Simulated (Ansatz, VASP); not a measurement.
## BN in VASP and in Ansatz

```
B N
1.0
     2.50399    0.00000    0.00000
    -1.25200    2.16852    0.00000
     0.00000    0.00000    6.66120
B N
2 2
Direct
  0.40821 0.66667 0.25000
  0.66670 0.33333 0.75000
  0.33334 0.66667 0.75000
  0.60885 0.33333 0.25000
```

Change from the starting cell: mode 9 (1350.8 1/cm) frozen in, largest displacement +0.188 Å.

Alike in both runs: task single point; functional LDA; k mesh 12 × 12 × 4; occupations gaussian, width 0.05 eV; no spin polarisation.

|  | VASP | Ansatz |
| --- | --- | --- |
| version | VASP 6.6.1 | Ansatz 0.2.0 |
| potentials or method | VASP PAW LDA potentials, release 64 (B, N), cutoff 520 eV | scalar-relativistic, plane waves, PAW |
| valence electrons in the cell | 16 | 16 |

```tsv
	VASP	Ansatz	Ansatz less VASP
gap on the k mesh at the Fermi level (eV)	1.83	1.86	+0.022
least direct gap on the mesh (eV)	3.19	3.21	+0.018
pressure (GPa)	17.5	17.3	-0.26
traceless stress, the component that is largest in VASP (GPa)	-29.19	-29.21	-0.027
rms of the force components (eV/Å)	7.076	7.083	+0.0074
```

LDA's correlation is that of Perdew and Zunger in VASP and of Perdew and Wang (1992) in Ansatz. Atom by atom the forces differ by 0.010 eV/Å (rms over components).
